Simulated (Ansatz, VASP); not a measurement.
# Pb: VASP beside Ansatz

The input INCAR:

```
PREC = Accurate
ENCUT = 520
EDIFF = 1E-7
ISMEAR = -1
SIGMA = 0.05
LREAL = False
LASPH = True
NELM = 60
ALGO = Fast
ISIF = 2
LWAVE = False
LCHARG = False
GGA = CA
NBANDS = 13
```

KPOINTS

```
regular mesh
0
Gamma
  9 9 9
```

The input POSCAR:

```
Pb
1.0
    0.0000000000      2.4584086270      2.4584086270
    2.4584086270      0.0000000000      2.4584086270
    2.4584086270      2.4584086270      0.0000000000
Pb
1
Direct
    0.0000000000      0.0000000000      0.0000000000
```

Contents of input.yaml:

```yaml
crystal:
  lattice:
    - [0.0, 2.458408627, 2.458408627]
    - [2.458408627, 0.0, 2.458408627]
    - [2.458408627, 2.458408627, 0.0]
  atoms:
    - { symbol: Pb, position: [0.0, 0.0, 0.0] }
hamiltonian:
  xc: lda
  pseudopotentials: { kind: paw }
kpoints:
  mp_grid: { grid: [9, 9, 9] }
scf:
  occupations: { method: fermi_dirac, width: 0.05 }
output:
  forces: true
  stress: true
  eigenvalues: true
```

Alike in both runs: task single point; functional LDA; k mesh 9 × 9 × 9; occupations fermi-dirac, width 0.05 eV; no spin polarisation.

|  | VASP | Ansatz |
| --- | --- | --- |
| version | VASP 6.6.1 | Ansatz 0.2.0 |
| potentials or method | VASP PAW LDA potentials, release 64 (Pb_d) | Ansatz PAW |
| plane-wave cutoff (eV) | 520 | 420 |
| valence electrons in the cell | 14 | 14 |

Ansatz gave:

| Property | Result |
| --- | --- |
| gap on the k mesh at the Fermi level (eV) | none |
| pressure (GPa) | -1.3 |

Q: Which values does VASP return?

A: gap on the k mesh at the Fermi level (eV): none; pressure (GPa): -1.2.

LDA's correlation is that of Perdew and Zunger in VASP and of Perdew and Wang (1992) in Ansatz. A gap of «none» marks a metal or a gap that the smearing closes.

Neither program's run includes spin-orbit coupling.
